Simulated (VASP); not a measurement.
A run of VASP 6.6.1:

Contents of INCAR:

```
  ALGO = Normal
  EDIFF = 1E-6
  ENCUT = 500
  GGA = PE
  GGA_COMPAT = False
  ISIF = 2
  ISMEAR = 0
  LASPH = True
  LCHARG = True
  LELF = True
  LREAL = False
  LVHAR = True
  LWAVE = False
  NBANDS = 16
  NELM = 120
  PREC = Accurate
  SIGMA = 0.05
```

Contents of KPOINTS:

```
k-points
0
Gamma
  10 10 10
```

Contents of POSCAR:

```
NbSb
1.0
    0.0000000000      3.2187986498      3.2187986498
    3.2187986498      0.0000000000      3.2187986498
    3.2187986498      3.2187986498      0.0000000000
Nb Sb
1 1
Direct
    0.0000000000      0.0000000000      0.0000000000
    0.2500000000      0.2500000000      0.2500000000
```

Potentials or basis: VASP PAW PBE potentials, release 64 (Nb_sv, Sb).

The run is started by

```bash
$ cat potpaw_PBE.64/Nb_sv/POTCAR potpaw_PBE.64/Sb/POTCAR > POTCAR
$ mpirun -np 1 vasp_std > vasp.out
```

Hardware: 1 thread of Intel(R) Xeon(R) Platinum 8259CL CPU @ 2.50GHz (Skylake/Cascade Lake) (shared host).

Q: How long does it take, and how much memory?

A: Run time: 46 s on 1 thread of Intel(R) Xeon(R) Platinum 8259CL CPU @ 2.50GHz (Skylake/Cascade Lake), with other jobs on the host, peak memory 0.23 GiB. Counts: scf iterations 13, k points 47.
